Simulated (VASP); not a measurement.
# SnSe2 (P-3m1) in VASP: a series of runs

SnSe2 is run at these levels: PBE; tasks: single point.

Program: VASP 6.6.1. These are calculated values, not measurements. Logs are shortened: lines on timing, memory, paths and dates and some standing lists are left out, and cuts for length are marked.

### 1 The cell of the first run

The structure is trigonal, space group P-3m1 (No. 164). The conventional cell has a = 3.811 Å, b = 3.811 Å, c = 6.136 Å, α = 90.00°, β = 90.00°, γ = 120.00°. Within 3.5 Å of Sn (site symmetry -3m) lie 6 Se at 2.68 Å. Se (site symmetry 3m) has 3 Sn at 2.68 Å within 3.5 Å.

### 2 Single point, PBE

The input, INCAR:

```
PREC     = Accurate       # precision mode
ENCUT    = 520            # plane-wave cutoff, eV
EDIFF    = 1E-6           # SCF threshold, eV
ISMEAR   = -1             # smearing method
SIGMA    = 0.1            # smearing width, eV
LREAL    = F              # projectors in reciprocal space
LASPH    = T              # aspherical terms in the spheres
NELM     = 100            # most SCF steps
ALGO     = Normal         # electronic algorithm
ISIF     = 2              # what is computed and relaxed
LWAVE    = F              # write WAVECAR
LCHARG   = F              # write CHGCAR
GGA      = PE             # functional
NBANDS   = 20             # bands
```

The input, KPOINTS:

```
Automatic mesh
0
Gamma
  6 6 4
```

The input, POSCAR:

```
SnSe2
1.0
    3.8110000000      0.0000000000      0.0000000000
   -1.9055000000      3.3004230000      0.0000000000
    0.0000000000      0.0000000000      6.1360000000
Sn Se
1 2
Direct
    0.0000000000      0.0000000000      0.0000000000
    0.3333333333      0.6666666667      0.2490000000
    0.6666666667      0.3333333333      0.7510000000
```

Potentials or basis: VASP PAW PBE potentials, release 64 (Sn_d, Se).

On the command line:

```console
$ cat potpaw_PBE.64/Sn_d/POTCAR potpaw_PBE.64/Se/POTCAR > POTCAR
$ mpirun -np 1 vasp_std > vasp.out
```

OUTCAR:

```text
PREC = Accurate
   ENCUT = 520
   EDIFF = 1E-6
   ISMEAR = -1
   LREAL = F
   LASPH = T
   NELM = 100
   ISIF = 2
   GGA = PE

 ion  position               nearest neighbor table
   1  0.000  0.000  0.000-   2 2.68   3 2.68   3 2.68   2 2.68   3 2.68   2 2.68
   2  0.333  0.667  0.249-   1 2.68   1 2.68   1 2.68
   3  0.667  0.333  0.751-   1 2.68   1 2.68   1 2.68

  LATTYP: Found a hexagonal cell.
 ALAT       =     3.8110000000
 C/A-ratio  =     1.6100760955

  Lattice vectors:

 A1 = (   3.8110000000,   0.0000000000,   0.0000000000)
 A2 = (  -1.9055000000,   3.3004230000,   0.0000000000)
 A3 = (   0.0000000000,   0.0000000000,   6.1360000000)

Analysis of symmetry for initial positions (statically):
=====================================================================
 Subroutine PRICEL returns:
 Original cell was already a primitive cell.

 Routine SETGRP: Setting up the symmetry group for a
 hexagonal supercell.

 Subroutine GETGRP returns: Found 12 space group operations
 (whereof 12 operations were pure point group operations)
 out of a pool of 24 trial point group operations.

The static configuration has the point symmetry D_3d.

Analysis of symmetry for dynamics (positions and initial velocities):
=====================================================================
 Subroutine PRICEL returns:
 Original cell was already a primitive cell.

 Routine SETGRP: Setting up the symmetry group for a
 hexagonal supercell.

 Subroutine GETGRP returns: Found 12 space group operations
 (whereof 12 operations were pure point group operations)
 out of a pool of 24 trial point group operations.

The dynamic configuration has the point symmetry D_3d.

 Subroutine INISYM returns: Found 12 space group operations
 (whereof 12 operations are pure point group operations),
 and found     1 'primitive' translations

----------------------------------------------------------------------------------------

                                     Primitive cell

  volume of cell :      77.1781

  direct lattice vectors                    reciprocal lattice vectors
     3.811000000  0.000000000  0.000000000     0.262398321  0.151495733  0.000000000
    -1.905500000  3.300423000  0.000000000     0.000000000  0.302991465  0.000000000
     0.000000000  0.000000000  6.136000000     0.000000000  0.000000000  0.162972621

  length of vectors
     3.811000000  3.811000161  6.136000000     0.302991478  0.302991465  0.162972621

  position of ions in fractional coordinates (direct lattice)
     0.000000000  0.000000000  0.000000000
     0.333333333  0.666666667  0.249000000
     0.666666667  0.333333333  0.751000000

  ion indices of the primitive-cell ions
   primitive index   ion index
                 1           1
                 2           2
                 3           3

----------------------------------------------------------------------------------------

 KPOINTS: Automatic mesh

Automatic generation of k-mesh.
 Grid dimensions read from file:
 generate k-points for:    6    6    4

 Generating k-lattice:

  Cartesian coordinates                     Fractional coordinates (reciprocal lattice)
     0.043733053  0.025249289  0.000000000     0.166666667  0.000000000  0.000000000
     0.000000000  0.050498578  0.000000000     0.000000000  0.166666667  0.000000000
     0.000000000  0.000000000  0.040743155     0.000000000  0.000000000  0.250000000

  Length of vectors
     0.050498580  0.050498578  0.040743155

  Shift w.r.t. Gamma in fractional coordinates (k-lattice)
     0.000000000  0.000000000  0.000000000

 Subroutine IBZKPT returns following result:
 ===========================================

 Found     24 irreducible k-points:

 Following reciprocal coordinates:
            Coordinates               Weight
  0.000000  0.000000  0.000000      1.000000
  0.166667  0.000000  0.000000      6.000000
  0.333333  0.000000  0.000000      6.000000
  0.500000  0.000000  0.000000      3.000000
  0.166667  0.166667  0.000000      6.000000
  0.333333  0.166667  0.000000     12.000000
[... 16 lines left out ...]
  0.333333  0.166667  0.500000     12.000000
  0.333333  0.333333  0.500000      2.000000
   k-points           NKPTS =     24   k-points in BZ     NKDIM =     24   number of bands    NBANDS=     20
   number of dos      NEDOS =    301   number of ions     NIONS =      3
   total plane-waves  NPLWV =  37632
   dimension x,y,z NGX =    28 NGY =   28 NGZ =   48
   dimension x,y,z NGXF=    56 NGYF=   56 NGZF=   96
   ions per type =               1   2
   NGX,Y,Z   is equivalent  to a cutoff of  12.21, 12.21, 13.00 a.u.
   NGXF,Y,Z  is equivalent  to a cutoff of  24.43, 24.43, 26.01 a.u.
 SYSTEM =  unknown system
   PREC   = accura    normal or accurate (medium, high low for compatibility)
   ISTART =      0    job   : 0-new  1-cont  2-samecut
   ICHARG =      2    charge: 1-file 2-atom 10-const
   ISPIN  =      1    spin polarized calculation?
   LNONCOLLINEAR =      F non collinear calculations
   LSORBIT =      F    spin-orbit coupling
   LASPH  =      T    aspherical Exc in radial PAW
   ENCUT  =  520.0 eV  38.22 Ry    6.18 a.u.   7.09  7.09 11.41*2*pi/ulx,y,z
   NELM   =    100;   NELMIN=  2; NELMDL= -5     # of ELM steps
   EDIFF  = 0.1E-05   stopping-criterion for ELM
   LREAL  =      F    real-space projection
   EDIFFG = 0.1E-04   stopping-criterion for IOM
   NSW    =      0    number of steps for IOM
   IBRION =     -1    ionic relax: 0-MD 1-quasi-New 2-CG
   NFREE  =      0    steps in history (QN), initial steepest desc. (CG)
   ISIF   =      2    stress and relaxation
   ISYM   =      2    0-nonsym 1-usesym 2-fastsym
   POTIM  = 0.5000    time-step for ionic-motion
   TEBEG  =    0.0;   TEEND  =   0.0 temperature during run
   PSTRESS=    0.0 pullay stress
   NELECT =      26.0000    total number of electrons
   NUPDOWN=      -1.0000    fix difference up-down
   EMIN   =  10.00;   EMAX   =-10.00  energy-range for DOS
   EFERMI =   0.00;   METHOD = LEGACY
   ISMEAR =    -1;   SIGMA  =   0.10  broadening in eV -4-tet -1-fermi 0-gaus
   EFERMI_NEDOS =   21; number of points for ismear=-14 and -15
   IALGO  =     38    algorithm
   IMIX   =      4    mixing-type and parameters
     AMIX     =   0.40;   BMIX     =  1.00
     AMIX_MAG =   1.60;   BMIX_MAG =  1.00
  volume/ion in A,a.u.               =      25.73       173.61
  Fermi-wavevector in a.u.,A,eV,Ry     =   1.139116  2.152617 17.654721  1.297585
  Thomas-Fermi vector in A             =   2.275820
   LORBIT       =      0    0 simple, 1 ext, 2 COOP (PROOUT), +10 PAW based schemes
   GGA     = PE    functional components
   LHFCALC =     F    Hartree Fock is set to
   AEXX    =    0.0000 exact exchange contribution
   IVDW    =     0    specifies the selected vdW correction
   LEPSILON=     F    determine dielectric tensor
   LRPA    =     F    only Hartree local field effects (RPA)
 non-spin polarized calculation
  energy-cutoff  :      520.00
  volume of cell :       77.18
 maximum number of plane-waves:      2109
   NGX = 15   NGY = 15   NGZ = 23

 number of electron      26.0000006 magnetization

 Free energy of the ion-electron system (eV)
  ---------------------------------------------------
  ext. energy  EPLUGINS =         0.00000000
  ---------------------------------------------------
  free energy    TOTEN  =       -11.73778873 eV

  energy without entropy =      -11.73468253  energy(sigma->0) =      -11.73623563

 E-fermi :   4.6081     XC(G=0):  -9.4536

 val. band max:        4.1700149488   @ k =   0.0000   0.0000   0.0000
 cond. band min:       4.9857254718   @ k =   0.5000   0.0000   0.2500
 fundamental gap:      0.8157105230
 Fermi energy:         4.6081440583

 k-point     1 :       0.0000    0.0000    0.0000
  band No.  band energies     occupation
      1     -17.0966      2.00000
      2     -17.0966      2.00000
      3     -17.0587      2.00000
      4     -17.0431      2.00000
      5     -17.0431      2.00000
      6      -9.8271      2.00000
[... 12 lines left out ...]
     19      13.1124      0.00000
     20      13.1124      0.00000

 k-point     2 :       0.1667    0.0000    0.0000
  band No.  band energies     occupation
      1     -17.1107      2.00000
      2     -17.0883      2.00000
      3     -17.0529      2.00000
      4     -17.0465      2.00000
      5     -17.0403      2.00000
      6      -9.5513      2.00000
[... 12 lines left out ...]
     19      12.4448      0.00000
     20      13.3777      0.00000

 k-point     3 :       0.3333    0.0000    0.0000
  band No.  band energies     occupation
      1     -17.1419      2.00000
      2     -17.0790      2.00000
      3     -17.0611      2.00000
      4     -17.0302      2.00000
      5     -17.0272      2.00000
      6      -8.8118      2.00000
[... 12 lines left out ...]
     19      13.1152      0.00000
     20      13.9718      0.00000

 k-point     4 :       0.5000    0.0000    0.0000
  band No.  band energies     occupation
      1     -17.1580      2.00000
      2     -17.0776      2.00000
      3     -17.0658      2.00000
      4     -17.0209      2.00000
      5     -17.0173      2.00000
      6      -8.1635      2.00000
[... 12 lines left out ...]
     19      14.1812      0.00000
     20      14.8211      0.00000

 k-point     5 :       0.1667    0.1667    0.0000
  band No.  band energies     occupation
      1     -17.1271      2.00000
      2     -17.0869      2.00000
      3     -17.0527      2.00000
      4     -17.0448      2.00000
      5     -17.0278      2.00000
      6      -9.0374      2.00000
[... 12 lines left out ...]
     19      11.1838      0.00000
     20      14.3623      0.00000
[... 353 lines left out ...]
      6      -8.0684      2.00000
[... 12 lines left out ...]
     19      14.0403      0.00000
     20      14.9200      0.00000

 k-point    22 :       0.1667    0.1667    0.5000
  band No.  band energies     occupation
      1     -17.1273      2.00000
      2     -17.0869      2.00000
      3     -17.0528      2.00000
      4     -17.0448      2.00000
      5     -17.0277      2.00000
      6      -8.8838      2.00000
[... 12 lines left out ...]
     19      12.2143      0.00000
     20      13.3429      0.00000

 k-point    23 :       0.3333    0.1667    0.5000
  band No.  band energies     occupation
      1     -17.1428      2.00000
      2     -17.0903      2.00000
      3     -17.0567      2.00000
      4     -17.0310      2.00000
      5     -17.0196      2.00000
      6      -8.1349      2.00000
[... 12 lines left out ...]
     19      12.6229      0.00000
     20      13.8333      0.00000

 k-point    24 :       0.3333    0.3333    0.5000
  band No.  band energies     occupation
      1     -17.1188      2.00000
      2     -17.1188      2.00000
      3     -17.0392      2.00000
      4     -17.0392      2.00000
      5     -17.0251      2.00000
      6      -7.6804      2.00000
[... 12 lines left out ...]
     19      13.1683      0.00000
     20      13.2463      0.00000

------------------------ aborting loop because EDIFF is reached ----------------------------------------

  FORCE on cell =-STRESS in cart. coord.  units (eV):
  Direction    XX          YY          ZZ          XY          YZ          ZX
  --------------------------------------------------------------------------------------
  -------------------------------------------------------------------------------------
  Total        2.5128811      2.5128814      3.1669636      0.0000000      0.0000000      0.0000000
  in kB       52.1661297     52.1661356     65.7445497      0.0000000      0.0000000      0.0000000
  external PRESSURE =      56.6922717 kB  Pullay stress =       0.0000000 kB

 VOLUME and BASIS-vectors are now :
 -----------------------------------------------------------------------------
  energy-cutoff  :      520.00
  volume of cell :       77.18
      direct lattice vectors                 reciprocal lattice vectors
     3.811000000  0.000000000  0.000000000     0.262398321  0.151495733  0.000000000
    -1.905500000  3.300423000  0.000000000     0.000000000  0.302991465  0.000000000
     0.000000000  0.000000000  6.136000000     0.000000000  0.000000000  0.162972621

 POSITION                                       TOTAL-FORCE (eV/Angst)
 -----------------------------------------------------------------------------------
      0.00000      0.00000      0.00000        -0.000000     -0.000000      0.000000
     -0.00000      2.20028      1.52786         0.000000      0.000000      0.798216
      1.90550      1.10014      4.60814        -0.000000     -0.000000     -0.798216
 -----------------------------------------------------------------------------------
    total drift:                                0.000000      0.000000     -0.000000

  FREE ENERGIE OF THE ION-ELECTRON SYSTEM (eV)
  ---------------------------------------------------
  free  energy   TOTEN  =       -11.7377887253 eV

  energy  without entropy=      -11.7346825348  energy(sigma->0) =      -11.73623563
```

Run time: 29 s. Hardware: 1 thread of Intel Xeon Platinum 8259CL at 2.50GHz (Skylake/Cascade Lake), shared host; peak memory 0.2 GiB.

Results:

```yaml
Free_energy: -11.7378 eV
Pressure: 5.7 GPa
Largest_force: 0.798 eV/Å
Band_gap_on_the_k_mesh: 0.82 eV, indirect (least direct gap 1.09 eV)
```

Forces on the atoms (eV/Å):
```
Sn   0.000  0.000  0.000
Se   0.000  0.000  0.798
Se   0.000  0.000 -0.798
```

Levels at points of the mesh, in eV from the valence-band top:
| k point | band 10 | band 11 | band 12 | band 13 | band 14 | band 15 | band 16 | band 17 |
| --- | --- | --- | --- | --- | --- | --- | --- | --- |
| (0.00, 0.00, 0.00) | -0.70 | -0.39 | -0.39 | 0.00 | 1.09 | 2.95 | 4.64 | 4.64 |
| (0.50, 0.00, 0.00) | -2.90 | -2.68 | -1.19 | -0.30 | 1.16 | 3.80 | 5.45 | 5.49 |
| (0.00, 0.00, 0.50) | -0.79 | -0.79 | -0.24 | -0.24 | 2.45 | 2.92 | 4.37 | 4.37 |
| (0.50, 0.00, 0.50) | -2.51 | -1.99 | -0.83 | -0.69 | 0.87 | 4.26 | 4.85 | 5.84 |

Caveat: spin-orbit coupling is left out, which moves the levels of the heavy elements; this functional lacks dispersion, which binds the layers, so the pressure and a relaxed spacing across them are unreliable.

### 3 Single point, PBE

The input, INCAR:

```
SYSTEM = SnSe2
PREC = Accurate
ENCUT = 520
EDIFF = 1E-6
ISMEAR = -1
SIGMA = 0.1
LREAL = .False.
LASPH = .True.
NELM = 60
ALGO = Normal
ISIF = 2
LWAVE = .False.
LCHARG = .False.
GGA = PE
NBANDS = 20
```

The input, KPOINTS:

```
Automatic mesh
0
Gamma
  6 6 4
  0 0 0
```

POSCAR is that of step 2.

Potentials or basis: VASP PAW PBE potentials, release 64 (Sn_d, Se).

On the command line:

```console
$ cat potpaw_PBE.64/Sn_d/POTCAR potpaw_PBE.64/Se/POTCAR > POTCAR
$ mpirun -np 1 vasp_std > vasp.out
```

Run time: 32 s. Hardware: 1 thread of Intel Xeon Platinum 8259CL at 2.50GHz (Skylake/Cascade Lake), shared host; peak memory 0.2 GiB.

The run converged. Its results:

- Free energy: -11.7378 eV
- Pressure: 5.7 GPa
- Largest force: 0.798 eV/Å
- Band gap on the k mesh: 0.82 eV, indirect (least direct gap 1.09 eV)

Forces on the atoms (eV/Å):
```
Sn   0.000  0.000  0.000
Se   0.000  0.000  0.798
Se   0.000  0.000 -0.798
```

Stress tensor (GPa, compression positive):
```
5.22 0.00 0.00
0.00 5.22 0.00
0.00 0.00 6.57
```

Levels at points of the mesh, in eV from the valence-band top:
| k point | band 10 | band 11 | band 12 | band 13 | band 14 | band 15 | band 16 | band 17 |
| --- | --- | --- | --- | --- | --- | --- | --- | --- |
| (0.00, 0.00, 0.00) | -0.70 | -0.39 | -0.39 | 0.00 | 1.09 | 2.95 | 4.64 | 4.64 |
| (0.50, 0.00, 0.00) | -2.90 | -2.68 | -1.19 | -0.30 | 1.16 | 3.80 | 5.45 | 5.49 |
| (0.00, 0.00, 0.50) | -0.79 | -0.79 | -0.24 | -0.24 | 2.45 | 2.92 | 4.37 | 4.37 |
| (0.50, 0.00, 0.50) | -2.51 | -1.99 | -0.83 | -0.69 | 0.87 | 4.26 | 4.85 | 5.84 |

Caveat: spin-orbit coupling is left out, which moves the levels of the heavy elements; this functional lacks dispersion, which binds the layers, so the pressure and a relaxed spacing across them are unreliable. A k mesh can miss the band edges.
